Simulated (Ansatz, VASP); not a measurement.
Two plane-wave programs on Ru

```xyz
1
Lattice="0.0000 1.9127 1.9127 1.9127 0.0000 1.9127 1.9127 1.9127 0.0000" Properties=species:S:1:pos:R:3 pbc="T T T"
Ru    0.0000    0.0000    0.0000
```

Alike in both runs: task single point; functional revPBE; k mesh 16 × 16 × 16; occupations fermi-dirac, width 0.1 eV; no spin polarisation.

|  | VASP | Ansatz |
| --- | --- | --- |
| version | VASP 6.6.1 | Ansatz 0.2.0 |
| potentials or method | VASP PAW PBE potentials, release 64 (Ru_pv), cutoff 520 eV | plane waves (420 eV) with PAW, scalar-relativistic |
| valence electrons in the cell | 14 | 16 |

Ansatz gave:

```
pressure (GPa) : -0.1
```

Problem. Which values does VASP return?

Solution. Pressure (GPa): -0.2.

VASP's potentials were made for PBE, not for revPBE. With one functional, cell and mesh, what is left measures potentials, basis and numerics. VASP's potentials hold 14 valence electrons a cell and Ansatz's 16, so a difference there can come from the potentials and not from the codes.
